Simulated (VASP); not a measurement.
Write the native input for VASP 6.6.1 that does the following.

```yaml
Task: single point
Functional: PBE
Potentials_or_basis: VASP PAW PBE potentials, release 64 (Dy_3, Be), 4f in core
Cutoff: 600 eV
k_mesh: 14 × 14 × 14
Occupations: gaussian, width 0.1 eV
Spin: no spin polarisation
Dipole_correction: no
Further_INCAR_settings: ALGO = Normal; EDIFF = 1e-06; NBANDS = 12
```

The structure of DyBe lies in POSCAR:

```
DyBe
1.0
    3.3977483328      0.0000000000      0.0000000000
    0.0000000000      3.3977483328      0.0000000000
    0.0000000000      0.0000000000      3.3977483328
Dy Be
1 1
Direct
    0.0000000000      0.0000000000      0.0000000000
    0.5000000000      0.5000000000      0.5000000000
```

The cell was generated, and may not be a known phase.

These files were run (other wordings do the same):

INCAR

```
PREC = Accurate
ENCUT = 600
EDIFF = 1E-6
ISMEAR = 0
SIGMA = 0.1
LREAL = False
LASPH = True
NELM = 200
ALGO = Normal
ISIF = 2
LWAVE = False
LCHARG = False
GGA = PE
NBANDS = 12
GGA_COMPAT = False
LMAXMIX = 6
```

KPOINTS

```
regular mesh
0
Gamma
  14 14 14
```

Potentials or basis: VASP PAW PBE potentials, release 64 (Dy_3, Be), 4f in core.

Launch:

```console
$ cat potpaw_PBE.64/Dy_3/POTCAR potpaw_PBE.64/Be/POTCAR > POTCAR
$ mpirun -np 1 vasp_std > vasp.out
```

It gave:

* Pressure: 0.3 GPa
* Band gap on the k mesh: zero (an odd number of electrons rules out a gap without spin polarisation)

Caveat: spin-orbit coupling is left out, which moves the levels of the heavy elements; the 4f electrons are frozen in the core, so they carry no moment and show no levels.

It took 22 s on 1 thread of Intel(R) Xeon(R) 6975P-C (Granite Rapids), with other jobs on the host, peak memory 0.21 GiB.
